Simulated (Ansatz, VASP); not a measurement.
## KZnF3 in VASP and in Ansatz

File INCAR:

```
SYSTEM = KZnF3
PREC     = Accurate       ! precision mode
ENCUT    = 520            ! plane-wave cutoff, eV
EDIFF    = 1E-7           ! SCF threshold, eV
ISMEAR   = 0              ! smearing method
SIGMA    = 0.05           ! smearing width, eV
LREAL    = .FALSE.        ! projectors in reciprocal space
LASPH    = .TRUE.         ! aspherical terms in the spheres
NELM     = 60             ! most SCF steps
ALGO     = Normal         ! electronic algorithm
ISIF     = 2              ! what is computed and relaxed
LWAVE    = .FALSE.        ! write WAVECAR
LCHARG   = .TRUE.         ! write CHGCAR
GGA      = PE             ! functional
LELF     = .TRUE.         ! ELF
LVHAR    = .TRUE.       
NBANDS   = 29             ! bands
```

KPOINTS

```
regular mesh
0
G
  6 6 6
  0 0 0
```

Contents of POSCAR:

```
KZnF3
1.0
    4.5462001499      0.0000000000      0.0000000000
    0.0000000000      4.5462001499      0.0000000000
    0.0000000000      0.0000000000      3.2141635060
K Zn F
1 1 3
Direct
    0.0000000000      0.0000000000      0.0000000000
    0.5000000000      0.5000000000      0.5000000000
    0.5000000000      0.5000000000      0.0000000000
    0.0000000000      0.5000000000      0.5000000000
    0.5000000000      0.0000000000      0.5000000000
```

Input for Ansatz:

```yaml
crystal:
  lattice:
    - [4.5462001499, 0.0, 0.0]
    - [0.0, 4.5462001499, 0.0]
    - [0.0, 0.0, 3.214163506]
  atoms:
    - { symbol: K, position: [0.0, 0.0, 0.0] }
    - { symbol: Zn, position: [0.5, 0.5, 0.5] }
    - { symbol: F, position: [0.5, 0.5, 0.0] }
    - { symbol: F, position: [0.0, 0.5, 0.5] }
    - { symbol: F, position: [0.5, 0.0, 0.5] }
basis:
  ecutwfc: 420
kpoints:
  mp_grid: { grid: [6, 6, 6] }
hamiltonian:
  xc: pbe
scf:
  occupations: { method: gaussian, width: 0.05 }
output:
  forces: true
  stress: true
  eigenvalues: true
```

Alike in both runs: task single point; functional PBE; k mesh 6 × 6 × 6; occupations gaussian, width 0.05 eV; no spin polarisation.

|  | VASP | Ansatz |
| --- | --- | --- |
| version | VASP 6.6.1 | Ansatz 0.2.0 |
| potentials or method | VASP PAW PBE potentials, release 64 (K_sv, Zn, F), cutoff 520 eV | scalar-relativistic, plane waves, PAW |
| valence electrons in the cell | 42 | 42 |

|  | VASP | Ansatz | Ansatz less VASP |
| --- | --- | --- | --- |
| gap on the k mesh at the Fermi level (eV) | 3.73 | 3.77 | +0.037 |
| least direct gap on the mesh (eV) | 5.38 | 5.41 | +0.030 |
| pressure (GPa) | 21.9 | 21.2 | -0.71 |
| traceless stress, the component that is largest in VASP (GPa) | 45.67 | 44.24 | -1.438 |
